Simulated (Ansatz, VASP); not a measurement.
O in VASP and in Ansatz

INCAR

```
SYSTEM = O
PREC = Accurate
ENCUT = 520
EDIFF = 1E-6
ISMEAR = -1
SIGMA = 0.03
LREAL = .False.
LASPH = .True.
NELM = 100
ALGO = Normal
ISIF = 2
LWAVE = .False.
LCHARG = .False.
GGA = PS
NBANDS = 20
```

KPOINTS

```
Automatic mesh
0
Gamma
  13 13 5
  0 0 0
```

The input POSCAR:

```
O
1.0
    2.5263871965      0.0000000000      0.0000000000
   -1.2631935983      2.1879154920      0.0000000000
    0.0000000000      0.0000000000      6.4861377555
O
4
Direct
    0.3333333333      0.6666666667      0.1610000000
    0.6666666667      0.3333333333      0.6610000000
    0.3333333333      0.6666666667      0.3390000000
    0.6666666667      0.3333333333      0.8390000000
```

Input for Ansatz:

```yaml
crystal:
  lattice:
    - [2.5263871965, 0.0, 0.0]
    - [-1.2631935983, 2.187915492, 0.0]
    - [0.0, 0.0, 6.4861377555]
  atoms:
    - { symbol: O, position: [0.3333333333, 0.6666666667, 0.161] }
    - { symbol: O, position: [0.6666666667, 0.3333333333, 0.661] }
    - { symbol: O, position: [0.3333333333, 0.6666666667, 0.339] }
    - { symbol: O, position: [0.6666666667, 0.3333333333, 0.839] }
kpoints:
  mp_grid: { grid: [13, 13, 5] }
  band_path:
    path:
      - [0.0, 0.0, 0.0]
      - [0.5, 0.0, 0.0]
      - [0.3333333333, 0.3333333333, 0.0]
      - [0.0, 0.0, 0.0]
      - [0.0, 0.0, 0.5]
      - [0.5, 0.0, 0.5]
      - [0.3333333333, 0.3333333333, 0.5]
      - [0.0, 0.0, 0.5]
      - [0.5, 0.0, 0.5]
    npoints: 5
scf:
  occupations: { method: fermi_dirac, width: 0.03 }
hamiltonian:
  xc: pbesol
  pseudopotentials: { kind: all_electron, lapw: { basis_error: 0.001 } }
output:
  forces: true
  stress: true
  eigenvalues: true
```

Change from the starting cell: volume scaled by 0.96.

Alike in both runs: task single point; functional PBEsol; k mesh 13 × 13 × 5; occupations fermi-dirac, width 0.03 eV; no spin polarisation.

```csv
,VASP,Ansatz
version,VASP 6.6.1,Ansatz 0.2.0
potentials or method,"VASP PAW PBE potentials, release 64 (O), cutoff 520 eV","all-electron LAPW, scalar-relativistic"
```

```tsv
	VASP	Ansatz	Ansatz less VASP
pressure (GPa)	25.6	18.9	-6.68
traceless stress, the component that is largest in VASP (GPa)	59.14	44.75	-14.390
rms of the force components (eV/Å)	3.690	2.464	-1.2265
```

VASP's potentials were made for PBE, not for PBEsol. Atom by atom the forces differ by 1.227 eV/Å (rms over components). Ansatz ran all-electron here, and VASP with PAW potentials.

Noted on VASP's run: the standard files for N, O and F lose accuracy on very short bonds; spin is off for a triplet molecule.
